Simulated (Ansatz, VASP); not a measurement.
## One calculation of Al, two programs

```xyz
8
Lattice="3.2129 -3.2129 -3.2129 -3.2129 3.2129 -3.2129 3.2129 3.2129 3.2129" Properties=species:S:1:pos:R:3 pbc="T T T"
Al    0.1800    0.0000   -3.2129
Al    1.6064   -1.6064   -1.6064
Al   -1.6064    1.6064   -1.6064
Al    0.0000    0.0000    0.0000
Al    1.6064    1.6064   -1.6064
Al    3.2129    0.0000    0.0000
Al    0.0000    3.2129    0.0000
Al    1.6064    1.6064    1.6064
```

Alike in both runs: task single point; functional PBEsol; k mesh 14 × 14 × 14; occupations gaussian, width 0.15 eV; no spin polarisation.

|  | VASP | Ansatz |
| --- | --- | --- |
| version | VASP 6.6.1 | Ansatz 0.2.0 |
| potentials or method | VASP PAW PBE potentials, release 64 (Al), cutoff 520 eV | scalar-relativistic, plane waves, PAW |
| valence electrons in the cell | 24 | 24 |

|  | VASP | Ansatz | Ansatz less VASP |
| --- | --- | --- | --- |
| gap on the k mesh at the Fermi level (eV) | none | none | - |
| pressure (GPa) | 0.3 | 0.2 | -0.06 |
| traceless stress, the component that is largest in VASP (GPa) | -0.17 | -0.17 | +0.001 |
| rms of the force components (eV/Å) | 0.227 | 0.225 | -0.0013 |

VASP's potentials were made for PBE, not for PBEsol. Atom by atom the forces differ by 0.001 eV/Å (rms over components). A gap of «none» marks a metal or a gap that the smearing closes.
